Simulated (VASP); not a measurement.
# TePb in VASP: further runs, part 3 of 3

VASP 6.6.1. Earlier steps stand in the parts before.

### 5 Electric field gradients, PBEsol (equal xy, yz and zx shear strains of -1 %)

File INCAR:

```
SYSTEM = TePb
ALGO = Normal ; EDIFF = 1E-8
ENCUT = 520 ; GGA = PS
ISIF = 2 ; ISMEAR = -1
LASPH = .TRUE. ; LCHARG = .FALSE.
LEFG = .TRUE. ; LREAL = .FALSE.
LWAVE = .FALSE. ; NBANDS = 17
NELM = 100 ; PREC = Accurate
SIGMA = 0.03
```

File KPOINTS:

```
k-points
0
G
  10 10 10
  0 0 0
```

File POSCAR:

```
TePb
1.0
   -0.0322700000      3.2108650000      3.2108650000
    3.2108650000     -0.0322700000      3.2108650000
    3.2108650000      3.2108650000     -0.0322700000
Te Pb
1 1
Direct
    0.5000000000      0.5000000000      0.5000000000
    0.0000000000      0.0000000000      0.0000000000
```

Potentials or basis: VASP PAW PBE potentials, release 64 (Te, Pb_d).

The run is started by

```bash
$ cat potpaw_PBE.64/Te/POTCAR potpaw_PBE.64/Pb_d/POTCAR > POTCAR
$ mpirun -np 1 vasp_std > vasp.out
```

OUTCAR:

```text
SYSTEM = TePb
   EDIFF = 1E-8
   ENCUT = 520
   GGA = PS
   ISIF = 2
   ISMEAR = -1
   LASPH = .TRUE.
   LREAL = .FALSE.
   NELM = 100
   PREC = Accurate

 ion  position               nearest neighbor table
   1  0.500  0.500  0.500-   2 3.23   2 3.23   2 3.23   2 3.23   2 3.23   2 3.23
   2  0.000  0.000  0.000-   1 3.23   1 3.23   1 3.23   1 3.23   1 3.23   1 3.23

  LATTYP: Found a trigonal (rhomboedric) cell.
 ALAT       =     4.5409634935
 COS(alpha) =     0.4899250057

  Lattice vectors:

 A1 = (  -0.0322700000,   3.2108650000,   3.2108650000)
 A2 = (   3.2108650000,  -0.0322700000,   3.2108650000)
 A3 = (   3.2108650000,   3.2108650000,  -0.0322700000)

Analysis of symmetry for initial positions (statically):
=====================================================================
 Subroutine PRICEL returns:
 Original cell was already a primitive cell.

 Routine SETGRP: Setting up the symmetry group for a
 trigonal (rhombohedral) supercell.

 Subroutine GETGRP returns: Found 12 space group operations
 (whereof 12 operations were pure point group operations)
 out of a pool of 12 trial point group operations.

The static configuration has the point symmetry D_3d.

Analysis of symmetry for dynamics (positions and initial velocities):
=====================================================================
 Subroutine PRICEL returns:
 Original cell was already a primitive cell.

 Routine SETGRP: Setting up the symmetry group for a
 trigonal (rhombohedral) supercell.

 Subroutine GETGRP returns: Found 12 space group operations
 (whereof 12 operations were pure point group operations)
 out of a pool of 12 trial point group operations.

The dynamic configuration has the point symmetry D_3d.

 Subroutine INISYM returns: Found 12 space group operations
 (whereof 12 operations are pure point group operations),
 and found     1 'primitive' translations

----------------------------------------------------------------------------------------

                                     Primitive cell

  volume of cell :      67.2039

  direct lattice vectors                    reciprocal lattice vectors
    -0.032270000  3.210865000  3.210865000    -0.153393167  0.154950458  0.154950458
     3.210865000 -0.032270000  3.210865000     0.154950458 -0.153393167  0.154950458
     3.210865000  3.210865000 -0.032270000     0.154950458  0.154950458 -0.153393167

  length of vectors
     4.540963494  4.540963494  4.540963494     0.267485985  0.267485985  0.267485985

  position of ions in fractional coordinates (direct lattice)
     0.500000000  0.500000000  0.500000000
     0.000000000  0.000000000  0.000000000

  ion indices of the primitive-cell ions
   primitive index   ion index
                 1           1
                 2           2

----------------------------------------------------------------------------------------

 KPOINTS: k-points

Automatic generation of k-mesh.
 Grid dimensions read from file:
 generate k-points for:   10   10   10
[... 66 lines left out ...]
   EDIFFG = 0.1E-06   stopping-criterion for IOM
   NSW    =      0    number of steps for IOM
   IBRION =     -1    ionic relax: 0-MD 1-quasi-New 2-CG
   NFREE  =      0    steps in history (QN), initial steepest desc. (CG)
   ISIF   =      2    stress and relaxation
   ISYM   =      2    0-nonsym 1-usesym 2-fastsym
   POTIM  = 0.5000    time-step for ionic-motion
   TEBEG  =    0.0;   TEEND  =   0.0 temperature during run
   PSTRESS=    0.0 pullay stress
   NELECT =      20.0000    total number of electrons
   NUPDOWN=      -1.0000    fix difference up-down
   EMIN   =  10.00;   EMAX   =-10.00  energy-range for DOS
   EFERMI =   0.00;   METHOD = LEGACY
   ISMEAR =    -1;   SIGMA  =   0.03  broadening in eV -4-tet -1-fermi 0-gaus
   EFERMI_NEDOS =   21; number of points for ismear=-14 and -15
   IALGO  =     38    algorithm
   IMIX   =      4    mixing-type and parameters
     AMIX     =   0.40;   BMIX     =  1.00
     AMIX_MAG =   1.60;   BMIX_MAG =  1.00
  volume/ion in A,a.u.               =      33.60       226.76
  Fermi-wavevector in a.u.,A,eV,Ry     =   1.093000  2.065470 16.254181  1.194649
  Thomas-Fermi vector in A             =   2.229277
   LORBIT       =      0    0 simple, 1 ext, 2 COOP (PROOUT), +10 PAW based schemes
   GGA     = PS    functional components
   LHFCALC =     F    Hartree Fock is set to
   AEXX    =    0.0000 exact exchange contribution
   IVDW    =     0    specifies the selected vdW correction
   LEPSILON=     F    determine dielectric tensor
   LRPA    =     F    only Hartree local field effects (RPA)
 non-spin polarized calculation
  energy-cutoff  :      520.00
  volume of cell :       67.20
 maximum number of plane-waves:      1832
 NGX is ok and might be reduce to    36
   NGX = 17   NGY = 17   NGZ = 17

 number of electron      20.0000001 magnetization

 Free energy of the ion-electron system (eV)
  ---------------------------------------------------
  ext. energy  EPLUGINS =         0.00000000
  ---------------------------------------------------
  free energy    TOTEN  =        -8.25810823 eV

  energy without entropy =       -8.25810802  energy(sigma->0) =       -8.25810812

 E-fermi :   5.8294     XC(G=0):  -9.4873

 val. band max:        5.5323558540   @ k =   0.5000  -0.0000  -0.0000
 cond. band min:       6.0955429562   @ k =   0.5000   0.5000   0.5000
 fundamental gap:      0.5631871022
 Fermi energy:         5.8293699338

 k-point     1 :       0.0000    0.0000    0.0000
  band No.  band energies     occupation
      1     -11.1258      2.00000
      2     -11.1258      2.00000
      3     -11.1150      2.00000
      4     -11.1140      2.00000
      5     -11.1140      2.00000
      6      -6.5558      2.00000
[... 457 lines left out ...]
      4     -11.0937      2.00000
      5     -11.0936      2.00000
      6      -5.2859      2.00000
[... 9 lines left out ...]
     16      15.1700      0.00000
     17      15.5737      0.00000

 [... further k-points ...]
[... 5 lines left out ...]
  --------------------------------------------------------------------------------------
  -------------------------------------------------------------------------------------
  Total       -0.1059105     -0.1059105     -0.1059105      0.0613741      0.0613741      0.0613741
  in kB       -2.5249645     -2.5249645     -2.5249645      1.4631931      1.4631931      1.4631931
  external PRESSURE =      -2.5249645 kB  Pullay stress =       0.0000000 kB

 VOLUME and BASIS-vectors are now :
 -----------------------------------------------------------------------------
  energy-cutoff  :      520.00
  volume of cell :       67.20
      direct lattice vectors                 reciprocal lattice vectors
    -0.032270000  3.210865000  3.210865000    -0.153393167  0.154950458  0.154950458
     3.210865000 -0.032270000  3.210865000     0.154950458 -0.153393167  0.154950458
     3.210865000  3.210865000 -0.032270000     0.154950458  0.154950458 -0.153393167

 POSITION                                       TOTAL-FORCE (eV/Angst)
 -----------------------------------------------------------------------------------
      3.19473      3.19473      3.19473         0.000000      0.000000      0.000000
      0.00000      0.00000      0.00000        -0.000000     -0.000000     -0.000000
 -----------------------------------------------------------------------------------
    total drift:                               -0.000000      0.000000      0.000000

  FREE ENERGIE OF THE ION-ELECTRON SYSTEM (eV)
  ---------------------------------------------------
  free  energy   TOTEN  =        -8.2581082261 eV

  energy  without entropy=       -8.2581080217  energy(sigma->0) =       -8.25810812

 Electric field gradients (V/A^2)
---------------------------------------------------------------------
 ion       V_xx      V_yy      V_zz      V_xy      V_xz      V_yz
---------------------------------------------------------------------
   1      -0.000    -0.000     0.000    -5.414    -5.414    -5.414
   2      -0.000    -0.000    -0.000     0.375     0.375     0.375
---------------------------------------------------------------------

 Electric field gradients after diagonalization (V/A^2)
 (convention: |V_zz| > |V_xx| > |V_yy|)
----------------------------------------------------------------------
 ion       V_xx      V_yy      V_zz     asymmetry (V_yy - V_xx)/ V_zz
----------------------------------------------------------------------
   1       5.414     5.414   -10.828       0.000
   2      -0.375    -0.375     0.750       0.000
----------------------------------------------------------------------

           NMR quadrupolar parameters

 Cq : quadrupolar parameter    Cq=e*Q*V_zz/h
 eta: asymmetry parameters     (V_yy - V_xx)/ V_zz
 Q  : nuclear electric quadrupole moment in mb (millibarn)
----------------------------------------------------------------------
 ion       Cq(MHz)       eta       Q (mb)
----------------------------------------------------------------------
   1      -0.026       0.000       1.000
   2       0.002       0.000       1.000
----------------------------------------------------------------------
```

OSZICAR:

```text
N       E                     dE             d eps       ncg     rms          rms(c)
DAV:   1     0.150558624713E+03    0.15056E+03   -0.91472E+03  3952   0.113E+03
DAV:   2     0.197895443672E+01   -0.14858E+03   -0.14396E+03  4121   0.293E+02
DAV:   3    -0.810478020306E+01   -0.10084E+02   -0.99899E+01  5086   0.828E+01
DAV:   4    -0.836685738814E+01   -0.26208E+00   -0.26190E+00  4997   0.149E+01
DAV:   5    -0.837731457483E+01   -0.10457E-01   -0.10457E-01  5665   0.271E+00    0.336E+00
DAV:   6    -0.826361006469E+01    0.11370E+00   -0.24373E-01  5744   0.372E+00    0.207E+00
DAV:   7    -0.825785548020E+01    0.57546E-02   -0.72174E-02  5148   0.141E+00    0.880E-01
DAV:   8    -0.825819864923E+01   -0.34317E-03   -0.83207E-03  4976   0.918E-01    0.122E-01
DAV:   9    -0.825810702540E+01    0.91624E-04   -0.11266E-03  5985   0.337E-01    0.459E-02
DAV:  10    -0.825810651304E+01    0.51237E-06   -0.10337E-04  5208   0.870E-02    0.221E-02
DAV:  11    -0.825810839775E+01   -0.18847E-05   -0.19770E-05  5133   0.312E-02    0.122E-02
DAV:  12    -0.825810843573E+01   -0.37977E-07   -0.10472E-06  5035   0.933E-03    0.827E-03
DAV:  13    -0.825810820756E+01    0.22817E-06   -0.16759E-07  5068   0.339E-03    0.371E-03
DAV:  14    -0.825810823028E+01   -0.22719E-07   -0.16293E-07  5489   0.343E-03    0.521E-04
DAV:  15    -0.825810822605E+01    0.42255E-08   -0.13110E-08  3002   0.775E-04
   1 F= -.82581082E+01 E0= -.82581081E+01  d E =-.204350E-06
```

stdout:

```text
POSCAR found type information on POSCAR TePb
 POSCAR found :  2 types and       2 ions
 scaLAPACK will be used
 -----------------------------------------------------------------------------
|                                                                             |
|                                                                             |
|     You enforced a specific xc type in the INCAR file but a different       |
|     I HOPE YOU KNOW WHAT YOU ARE DOING!                                     |
|                                                                             |
 -----------------------------------------------------------------------------

 LDA part: xc-table for (Slater+PW92), standard interpolation
 POSCAR, INCAR and KPOINTS ok, starting setup
 FFT: planning ... GRIDC
 FFT: planning ... GRID_SOFT
 FFT: planning ... GRID
 WAVECAR not read
 entering main loop
ion   1

ion   2
```

Wall time 2.7 min (1 thread of Intel Xeon 8259CL, shared host); peak memory 0.3 GiB.

Results:

```
Free energy                             : -8.2581 eV
Pressure                                : -0.3 GPa
Band gap on the k mesh                  : 0.56 eV (least direct gap 0.66 eV)
Largest electric field gradient by atom : Te -10.8; Pb +0.8 V/Å²
```

Levels at points of the mesh, in eV from the valence-band top:
```
           k point  band 6  band 7  band 8  band 9  band 10  band 11  band 12  band 13  band 14  band 15
(0.00, 0.00, 0.00)  -12.09   -5.63   -1.41   -1.41    -1.28     4.01     4.05     4.05     5.67     5.67
(0.50, 0.00, 0.00)  -10.64   -8.66   -0.91   -0.87     0.00     0.66     1.21     1.27     8.25     9.05
(0.50, 0.50, 0.00)  -10.38   -7.34   -4.58   -2.90    -2.80     3.17     5.43     5.47     6.68    10.11
(0.50, 0.50, 0.50)  -10.62   -8.61   -0.95   -0.95    -0.09     0.56     1.15     1.15     8.32     9.24
```

Electric field gradients, principal values (V/Å²):
```csv
atom,least,middle,greatest (by size)
1 Te,5.414,5.414,-10.828
2 Pb,-0.375,-0.375,0.750
```

Caveat: the cell differs from its parent crystal (equal xy, yz and zx shear strains of -1 %); without QUAD_EFG the Cq values of the log hold for a quadrupole moment of 1 mb, not for the nuclei; the PAW data sets were made with another functional, which shifts forces and pressure a little; spin-orbit coupling is left out, which moves the levels of the heavy elements. A k mesh can miss the band edges.

### 6 Summary

| cell | gap on the mesh (eV) | pressure (GPa) |
| --- | --- | --- |
| a = 4.610, b = 4.610, c = 4.655 Å, angles 59.7, 59.7, 60.7°, 2 atoms | 0.72 | -1.8 |
| a = 4.518 Å, angles 61.3°, 2 atoms | 0.46 | -0.3 |
| a = 4.541 Å, angles 60.7°, 2 atoms | 0.56 | -0.3 |

Alike in all rows: task electric field gradients; level PBEsol; potentials or basis VASP PAW PBE potentials, release 64 (Te, Pb_d); no spin polarisation; k mesh 10 × 10 × 10; cutoff (eV) 520; smearing fermi-dirac 0.03 eV.

Caveats: the PAW data sets were made with another functional, which shifts forces and pressure a little; spin-orbit coupling is left out, which moves the levels of the heavy elements.

Absolute energies hang on the potentials; compare differences alone.
